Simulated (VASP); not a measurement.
# TiO2 (C2/c) in VASP: notebook

Aim: see how the results for TiO2 move with the level of theory and the settings. Levels: PBE, revPBE+D4. Tasks: single point.

Program: VASP 6.6.1. These are calculated values, not measurements. Logs are shortened: lines on timing, memory, paths and dates and some standing lists are left out, and cuts for length are marked.

**1. The cell of the first run**

The structure is monoclinic, space group C2/c (No. 15). The conventional cell has a = 5.483 Å, b = 5.485 Å, c = 5.544 Å, α = 90.00°, β = 118.77°, γ = 90.00°. Within 2.6 Å of Ti (site symmetry 2) lie 6 O at 1.96 to 2.03 Å. Within 2.6 Å of O (site symmetry 1) lie 3 Ti at 1.96 to 2.03 Å and 2 O at 2.53 Å.

**2. Single point, PBE**

File INCAR:

```
SYSTEM = TiO2
ALGO = Normal
EDIFF = 1E-6
ENCUT = 520
GGA = PE
ISIF = 2
ISMEAR = -1
LASPH = .True.
LCHARG = .True.
LELF = .True.
LREAL = .False.
LVHAR = .True.
LWAVE = .False.
NBANDS = 33
NELM = 60
PREC = Accurate
SIGMA = 0.05
```

File KPOINTS:

```
k-points
0
Gamma
  8 8 6
  0 0 0
```

File POSCAR:

```
TiO2
1.0
    2.7416437942     -2.7422729661      0.0000000000
    2.7416437942      2.7422729661      0.0000000000
   -2.6681866979      0.0000000000      4.8597578833
Ti O
2 4
Direct
    0.8658900000      0.1341100000      0.7500000000
    0.1341100000      0.8658900000      0.2500000000
    0.0887550000      0.3312210000      0.1671490000
    0.9112450000      0.6687790000      0.8328510000
    0.6687790000      0.9112450000      0.3328510000
    0.3312210000      0.0887550000      0.6671490000
```

Potentials or basis: VASP PAW PBE potentials, release 64 (Ti_sv, O).

Run with:

```sh
$ cat potpaw_PBE.64/Ti_sv/POTCAR potpaw_PBE.64/O/POTCAR > POTCAR
$ mpirun -np 1 vasp_std > vasp.out
```

OUTCAR:

```text
SYSTEM = TiO2
   EDIFF = 1E-6
   ENCUT = 520
   GGA = PE
   ISIF = 2
   ISMEAR = -1
   LASPH = .True.
   LREAL = .False.
   NELM = 60
   PREC = Accurate

 ion  position               nearest neighbor table
   1  0.866  0.134  0.750-   4 1.96   6 1.96   6 2.00   4 2.00   3 2.03   5 2.03
   2  0.134  0.866  0.250-   5 1.96   3 1.96   5 2.00   3 2.00   6 2.03   4 2.03
   3  0.089  0.331  0.167-   2 1.96   2 2.00   1 2.03
   4  0.911  0.669  0.833-   1 1.96   1 2.00   2 2.03
   5  0.669  0.911  0.333-   2 1.96   2 2.00   1 2.03
   6  0.331  0.089  0.667-   1 1.96   1 2.00   2 2.03

  LATTYP: Found a base centered monoclinic cell.
 ALAT       =     5.4832875884
 B/A-ratio  =     1.0002294871
 C/A-ratio  =     1.0110809974
 COS(beta)  =    -0.4812705001

  Lattice vectors:

 A1 = (   2.7416437942,  -2.7422729661,   0.0000000000)
 A2 = (   2.7416437942,   2.7422729661,   0.0000000000)
 A3 = (  -2.6681866979,   0.0000000000,   4.8597578833)

Analysis of symmetry for initial positions (statically):
=====================================================================
 Subroutine PRICEL returns:
 Original cell was already a primitive cell.

 Routine SETGRP: Setting up the symmetry group for a
 base centered monoclinic supercell.

 Subroutine GETGRP returns: Found  4 space group operations
 (whereof  2 operations were pure point group operations)
 out of a pool of  4 trial point group operations.

The static configuration has the point symmetry S_2 .
 The point group associated with its full space group is C_2h.

Analysis of symmetry for dynamics (positions and initial velocities):
=====================================================================
 Subroutine PRICEL returns:
 Original cell was already a primitive cell.

 Routine SETGRP: Setting up the symmetry group for a
 base centered monoclinic supercell.

 Subroutine GETGRP returns: Found  4 space group operations
 (whereof  2 operations were pure point group operations)
 out of a pool of  4 trial point group operations.

The dynamic configuration has the point symmetry S_2 .
 The point group associated with its full space group is C_2h.

 Subroutine INISYM returns: Found  4 space group operations
 (whereof  2 operations are pure point group operations),
 and found     1 'primitive' translations

----------------------------------------------------------------------------------------

                                     Primitive cell

  volume of cell :      73.0746

  direct lattice vectors                    reciprocal lattice vectors
     2.741643794 -2.742272966  0.000000000     0.182372342 -0.182330500  0.100129156
     2.741643794  2.742272966  0.000000000     0.182372342  0.182330500  0.100129156
    -2.668186698  0.000000000  4.859757883     0.000000000  0.000000000  0.205771568

  length of vectors
     3.877714754  3.877714754  5.544047884     0.276640435  0.276640435  0.205771568

  position of ions in fractional coordinates (direct lattice)
     0.865890000  0.134110000  0.750000000
     0.134110000  0.865890000  0.250000000
     0.088755000  0.331221000  0.167149000
     0.911245000  0.668779000  0.832851000
     0.668779000  0.911245000  0.332851000
     0.331221000  0.088755000  0.667149000

  ion indices of the primitive-cell ions
   primitive index   ion index
                 1           1
                 2           2
                 3           3
                 4           4
                 5           5
                 6           6

----------------------------------------------------------------------------------------

 KPOINTS: k-points

Automatic generation of k-mesh.
 Grid dimensions read from file:
 generate k-points for:    8    8    6

 Generating k-lattice:

  Cartesian coordinates                     Fractional coordinates (reciprocal lattice)
     0.022796543 -0.022791312  0.012516145     0.125000000 -0.000000000  0.000000000
     0.022796543  0.022791312  0.012516145    -0.000000000  0.125000000  0.000000000
     0.000000000  0.000000000  0.034295261     0.000000000  0.000000000  0.166666667

  Length of vectors
     0.034580054  0.034580054  0.034295261

  Shift w.r.t. Gamma in fractional coordinates (k-lattice)
     0.000000000  0.000000000  0.000000000

 Subroutine IBZKPT returns following result:
 ===========================================

 Found    114 irreducible k-points:

 Following reciprocal coordinates:
            Coordinates               Weight
  0.000000  0.000000  0.000000      1.000000
  0.125000  0.000000 -0.000000      4.000000
  0.250000  0.000000 -0.000000      4.000000
  0.375000  0.000000  0.000000      4.000000
  0.500000  0.000000 -0.000000      2.000000
  0.125000  0.125000 -0.000000      2.000000
[... 16 lines left out ...]
  0.125000  0.000000  0.166667      4.000000
  0.250000  0.000000  0.166667      4.000000
 [... further k-points ...]
   k-points           NKPTS =    114   k-points in BZ     NKDIM =    114   number of bands    NBANDS=     33
   number of dos      NEDOS =    301   number of ions     NIONS =      6
   total plane-waves  NPLWV =  37800
   dimension x,y,z NGX =    30 NGY =   30 NGZ =   42
   dimension x,y,z NGXF=    60 NGYF=   60 NGZF=   84
   ions per type =               2   4
   NGX,Y,Z   is equivalent  to a cutoff of  12.86, 12.86, 12.59 a.u.
   NGXF,Y,Z  is equivalent  to a cutoff of  25.72, 25.72, 25.19 a.u.
 SYSTEM =  TiO2
   PREC   = accura    normal or accurate (medium, high low for compatibility)
   ISTART =      0    job   : 0-new  1-cont  2-samecut
   ICHARG =      2    charge: 1-file 2-atom 10-const
   ISPIN  =      1    spin polarized calculation?
   LNONCOLLINEAR =      F non collinear calculations
   LSORBIT =      F    spin-orbit coupling
   LASPH  =      T    aspherical Exc in radial PAW
   ENCUT  =  520.0 eV  38.22 Ry    6.18 a.u.   7.21  7.21 10.31*2*pi/ulx,y,z
   NELM   =     60;   NELMIN=  2; NELMDL= -5     # of ELM steps
   EDIFF  = 0.1E-05   stopping-criterion for ELM
   LREAL  =      F    real-space projection
   EDIFFG = 0.1E-04   stopping-criterion for IOM
   NSW    =      0    number of steps for IOM
   IBRION =     -1    ionic relax: 0-MD 1-quasi-New 2-CG
   NFREE  =      0    steps in history (QN), initial steepest desc. (CG)
   ISIF   =      2    stress and relaxation
   ISYM   =      2    0-nonsym 1-usesym 2-fastsym
   POTIM  = 0.5000    time-step for ionic-motion
   TEBEG  =    0.0;   TEEND  =   0.0 temperature during run
   PSTRESS=    0.0 pullay stress
   NELECT =      48.0000    total number of electrons
   NUPDOWN=      -1.0000    fix difference up-down
   EMIN   =  10.00;   EMAX   =-10.00  energy-range for DOS
   EFERMI =   0.00;   METHOD = LEGACY
   ISMEAR =    -1;   SIGMA  =   0.05  broadening in eV -4-tet -1-fermi 0-gaus
   EFERMI_NEDOS =   21; number of points for ismear=-14 and -15
   IALGO  =     38    algorithm
   IMIX   =      4    mixing-type and parameters
     AMIX     =   0.40;   BMIX     =  1.00
     AMIX_MAG =   1.60;   BMIX_MAG =  1.00
  volume/ion in A,a.u.               =      12.18        82.19
  Fermi-wavevector in a.u.,A,eV,Ry     =   1.423093  2.689255 27.554414  2.025192
  Thomas-Fermi vector in A             =   2.543727
   LORBIT       =      0    0 simple, 1 ext, 2 COOP (PROOUT), +10 PAW based schemes
   GGA     = PE    functional components
   LHFCALC =     F    Hartree Fock is set to
   AEXX    =    0.0000 exact exchange contribution
   IVDW    =     0    specifies the selected vdW correction
   LEPSILON=     F    determine dielectric tensor
   LRPA    =     F    only Hartree local field effects (RPA)
 non-spin polarized calculation
  energy-cutoff  :      520.00
  volume of cell :       73.07
 maximum number of plane-waves:      1984
 NGX is ok and might be reduce to    30
   NGX = 15   NGY = 15   NGZ = 21

 number of electron      48.0000007 magnetization

 Free energy of the ion-electron system (eV)
  ---------------------------------------------------
  ext. energy  EPLUGINS =         0.00000000
  ---------------------------------------------------
  free energy    TOTEN  =       -53.77505180 eV

  energy without entropy =      -53.77505180  energy(sigma->0) =      -53.77505180

 E-fermi :   3.8252     XC(G=0): -10.3858

 val. band max:        2.7698317752   @ k =   0.5000   0.5000  -0.0000
 cond. band min:       4.7318723910   @ k =   0.0000   0.0000   0.0000
 fundamental gap:      1.9620406158
 Fermi energy:         3.8252329774

 k-point     1 :       0.0000    0.0000    0.0000
  band No.  band energies     occupation
      1     -53.8898      2.00000
      2     -53.8462      2.00000
      3     -30.2626      2.00000
      4     -30.0769      2.00000
      5     -30.0760      2.00000
      6     -30.0253      2.00000
[... 25 lines left out ...]
     32       7.4978      0.00000
     33       7.5150      0.00000

 k-point     2 :       0.1250    0.0000   -0.0000
  band No.  band energies     occupation
      1     -53.8882      2.00000
      2     -53.8473      2.00000
      3     -30.2582      2.00000
      4     -30.0910      2.00000
      5     -30.0778      2.00000
      6     -30.0289      2.00000
[... 25 lines left out ...]
     32       7.6337      0.00000
     33       7.9130      0.00000

 k-point     3 :       0.2500    0.0000   -0.0000
  band No.  band energies     occupation
      1     -53.8841      2.00000
      2     -53.8504      2.00000
      3     -30.2471      2.00000
      4     -30.1242      2.00000
      5     -30.0806      2.00000
      6     -30.0401      2.00000
[... 25 lines left out ...]
     32       7.9767      0.00000
     33       8.4052      0.00000

 k-point     4 :       0.3750    0.0000    0.0000
  band No.  band energies     occupation
      1     -53.8789      2.00000
      2     -53.8545      2.00000
      3     -30.2345      2.00000
      4     -30.1579      2.00000
      5     -30.0832      2.00000
      6     -30.0481      2.00000
[... 673 lines left out ...]
     32       7.4508      0.00000
     33       7.5711      0.00000

 k-point    23 :       0.1250    0.0000    0.1667
  band No.  band energies     occupation
      1     -53.8832      2.00000
      2     -53.8523      2.00000
      3     -30.2244      2.00000
      4     -30.1007      2.00000
      5     -30.0852      2.00000
      6     -30.0201      2.00000
[... 25 lines left out ...]
     32       7.7573      0.00000
     33       7.8733      0.00000

 k-point    24 :       0.2500    0.0000    0.1667
  band No.  band energies     occupation
      1     -53.8781      2.00000
      2     -53.8564      2.00000
      3     -30.2093      2.00000
      4     -30.1377      2.00000
      5     -30.0869      2.00000
      6     -30.0373      2.00000
[... 25 lines left out ...]
     32       8.0712      0.00000
     33       8.2630      0.00000

 [... further k-points ...]

------------------------ aborting loop because EDIFF is reached ----------------------------------------

  FORCE on cell =-STRESS in cart. coord.  units (eV):
  Direction    XX          YY          ZZ          XY          YZ          ZX
  --------------------------------------------------------------------------------------
  -------------------------------------------------------------------------------------
  Total       -3.7988618     -3.8079571     -3.6938497      0.0000000      0.0000000     -0.2372663
  in kB      -83.2909358    -83.4903520    -80.9885205      0.0000000      0.0000000     -5.2021201
  external PRESSURE =     -82.5899361 kB  Pullay stress =       0.0000000 kB

 VOLUME and BASIS-vectors are now :
 -----------------------------------------------------------------------------
  energy-cutoff  :      520.00
  volume of cell :       73.07
      direct lattice vectors                 reciprocal lattice vectors
     2.741643794 -2.742272966  0.000000000     0.182372342 -0.182330500  0.100129156
     2.741643794  2.742272966  0.000000000     0.182372342  0.182330500  0.100129156
    -2.668186698  0.000000000  4.859757883     0.000000000  0.000000000  0.205771568

 POSITION                                       TOTAL-FORCE (eV/Angst)
 -----------------------------------------------------------------------------------
      0.74050     -2.00674      3.64482         0.000000     -0.018998      0.000000
      2.07460      2.00674      1.21494         0.000000      0.018998     -0.000000
      0.70544      0.66491      0.81230         0.031371      0.064663     -0.306068
      2.10966     -0.66491      4.04745        -0.031371     -0.064663      0.306068
      3.44375      0.66491      1.61758        -0.031371      0.064663      0.306068
     -0.62865     -0.66491      3.24218         0.031371     -0.064663     -0.306068
 -----------------------------------------------------------------------------------
    total drift:                                0.000000     -0.000000     -0.000000

  FREE ENERGIE OF THE ION-ELECTRON SYSTEM (eV)
  ---------------------------------------------------
  free  energy   TOTEN  =       -53.7750518021 eV

  energy  without entropy=      -53.7750518019  energy(sigma->0) =      -53.77505180
```

Run time: 2.5 min. Hardware: 1 thread of Intel Xeon 6975P-C (Granite Rapids), shared host; peak memory 0.33 GiB.

What came out:

| Item | Value |
| --- | --- |
| Free energy | -53.7751 eV |
| Pressure | -8.3 GPa |
| Largest force | 0.314 eV/Å |
| Band gap on the k mesh | 1.96 eV (least direct gap 2.29 eV) |

Forces on the atoms (eV/Å):
```
Ti   0.000 -0.019  0.000
Ti   0.000  0.019  0.000
O    0.031  0.065 -0.306
O   -0.031 -0.065  0.306
O   -0.031  0.065  0.306
O    0.031 -0.065 -0.306
```

Caveat: the cell stands under tension. A k mesh can miss the band edges.

**3. Single point, PBE**

This run uses another cell than the first one, of 12.41 Å³/atom.

File INCAR:

```
SYSTEM = TiO2
PREC = Accurate
ENCUT = 520
EDIFF = 1E-6
ISMEAR = -1
SIGMA = 0.05
LREAL = .FALSE.
LASPH = .TRUE.
NELM = 60
ALGO = Normal
ISIF = 2
LWAVE = .FALSE.
LCHARG = .FALSE.
GGA = PE
NBANDS = 33
```

File KPOINTS:

```
regular mesh
0
G
  8 8 6
  0 0 0
```

Edit POSCAR of step 2 so:

```diff
@@ -2,5 +2,5 @@
 1.0
-    2.7416437942     -2.7422729661      0.0000000000
-    2.7416437942      2.7422729661      0.0000000000
-   -2.6681866979      0.0000000000      4.8597578833
+    2.7591069643     -2.7597401439      0.0000000000
+    2.7591069643      2.7597401439      0.0000000000
+   -2.6851819758      0.0000000000      4.8907125897
 Ti O
```

Potentials or basis: VASP PAW PBE potentials, release 64 (Ti_sv, O).

Run with:

```sh
$ cat potpaw_PBE.64/Ti_sv/POTCAR potpaw_PBE.64/O/POTCAR > POTCAR
$ mpirun -np 1 vasp_std > vasp.out
```

Wall time 2.5 min (1 thread of Intel Xeon 6975P-C (Granite Rapids), shared host); peak memory 0.33 GiB.

The run converged. Its results:

```yaml
Free_energy: -53.6907 eV
Pressure: -11.4 GPa
Largest_force: 0.408 eV/Å
Band_gap_on_the_k_mesh: 1.92 eV (least direct gap 2.25 eV)
```

Forces on the atoms (eV/Å):
```
Ti   0.000  0.001  0.000
Ti   0.000 -0.001  0.000
O    0.045  0.082 -0.397
O   -0.045 -0.082  0.397
O   -0.045  0.082  0.397
O    0.045 -0.082 -0.397
```

Stress tensor (GPa, compression positive):
```
-11.37   0.00  -0.64
  0.00 -11.38   0.00
 -0.64   0.00 -11.30
```

Levels at points of the mesh, in eV from the valence-band top:
```csv
k point,band 20,band 21,band 22,band 23,band 24,band 25,band 26,band 27,band 28,band 29
"(0.00, 0.00, 0.00)",-0.81,-0.79,-0.73,-0.39,-0.39,1.92,2.55,3.48,3.49,3.55
"(0.50, 0.00, 0.00)",-1.84,-1.72,-0.93,-0.81,-0.61,2.94,3.07,3.10,3.30,3.77
"(0.50, 0.50, 0.00)",-2.29,-2.04,-1.76,-0.02,0.00,2.94,2.98,3.21,3.53,4.30
"(0.00, 0.00, 0.50)",-1.29,-1.24,-1.24,-0.14,-0.14,2.22,2.22,3.32,3.32,3.74
"(0.50, 0.00, 0.50)",-1.76,-1.74,-0.93,-0.80,-0.61,2.81,3.15,3.19,3.21,3.84
"(0.50, 0.50, 0.50)",-2.43,-1.90,-1.90,-0.02,-0.02,2.96,2.96,3.38,3.38,4.32
```

Caveat: the cell stands under tension.

**4. Single point, revPBE+D4**

This run uses another cell than the first one, of 11.37 Å³/atom.

File INCAR:

```
SYSTEM = TiO2
ALGO = Normal
EDIFF = 1E-7
ENCUT = 520
GGA = RE
ISIF = 2
ISMEAR = -1
IVDW = 13
LASPH = .TRUE.
LCHARG = .FALSE.
LREAL = .FALSE.
LWAVE = .FALSE.
NBANDS = 33
NELM = 100
PREC = Accurate
SIGMA = 0.05
```

File KPOINTS:

```
k-points
0
G
  8 8 6
  0 0 0
```

File POSCAR:

```
TiO2
1.0
    2.6751889707     -2.6752574722     -0.0198185535
    2.6751889707      2.6752574722     -0.0198185535
   -2.6386421945      0.0000000000      4.7872026503
Ti O
2 4
Direct
    0.8749369102      0.1250630898      0.7500000000
    0.1250630898      0.8749369102      0.2500000000
    0.0838011006      0.3336497641      0.1673702076
    0.9161988994      0.6663502359      0.8326297924
    0.6663502359      0.9161988994      0.3326297924
    0.3336497641      0.0838011006      0.6673702076
```

Run with:

```sh
$ cat potpaw_PBE.64/Ti_sv/POTCAR potpaw_PBE.64/O/POTCAR > POTCAR
$ mpirun -np 1 vasp_std > vasp.out
```

It took 7.9 min on 1 thread of Intel Xeon 8259CL, shared host; peak memory 0.31 GiB.

It converged, with:

```yaml
Free_energy: -53.9626 eV
Pressure: 0.6 GPa
Largest_force: 0.021 eV/Å
Band_gap_on_the_k_mesh: 2.15 eV (least direct gap 2.48 eV)
Dispersion_energy_per_atom: -0.375 eV
```

Forces in eV/Å, atoms in the order of the input:
```
Ti   0.000  0.000  0.000
Ti   0.000  0.000  0.000
O    0.000  0.000  0.021
O    0.000  0.000 -0.021
O    0.000  0.000 -0.021
O    0.000  0.000  0.021
```

Stress tensor (GPa, compression positive):
```
 0.62  0.00 -0.01
 0.00  0.62  0.00
-0.01  0.00  0.71
```

Levels at points of the mesh, in eV from the valence-band top:
```
           k point  band 22  band 23  band 24  band 25  band 26  band 27
(0.00, 0.00, 0.00)    -0.75    -0.45    -0.45     2.15     2.87     3.99
(0.50, 0.00, 0.00)    -0.91    -0.83    -0.62     3.27     3.57     3.58
(0.50, 0.50, 0.00)    -2.04     0.00     0.00     3.37     3.37     3.84
(0.00, 0.00, 0.50)    -1.25    -0.10    -0.10     2.50     2.50     3.79
(0.50, 0.00, 0.50)    -0.91    -0.83    -0.62     3.27     3.57     3.58
(0.50, 0.50, 0.50)    -2.04     0.00     0.00     3.37     3.37     3.84
```

Caveat: the PAW data sets were made with another functional, which shifts forces and pressure a little.

**5. Overview**

| level | cell | gap on the mesh (eV) | pressure (GPa) | largest force (eV/Å) |
| --- | --- | --- | --- | --- |
| PBE | a = 3.878, b = 3.878, c = 5.544 Å, angles 109.9, 109.9, 90.0°, 6 atoms, atomic positions A | 1.96 | -8.3 | 0.31 |
| PBE | a = 3.902, b = 3.902, c = 5.579 Å, angles 109.9, 109.9, 90.0°, 6 atoms, atomic positions A | 1.92 | -11.4 | 0.41 |
| revPBE+D4 | a = 3.783, b = 3.783, c = 5.466 Å, angles 110.2, 110.2, 90.0°, 6 atoms, atomic positions B | 2.15 | 0.6 | 0.02 |

Alike in all rows: task single point; potentials or basis VASP PAW PBE potentials, release 64 (Ti_sv, O); no spin polarisation; k mesh 8 × 8 × 6; cutoff (eV) 520; smearing fermi-dirac 0.05 eV.

Caveats: the cell stands under tension (at least some runs); the PAW data sets were made with another functional, which shifts forces and pressure a little (at least some runs).

Total energies depend on the potentials used, so only differences within one code and one set of settings carry meaning.
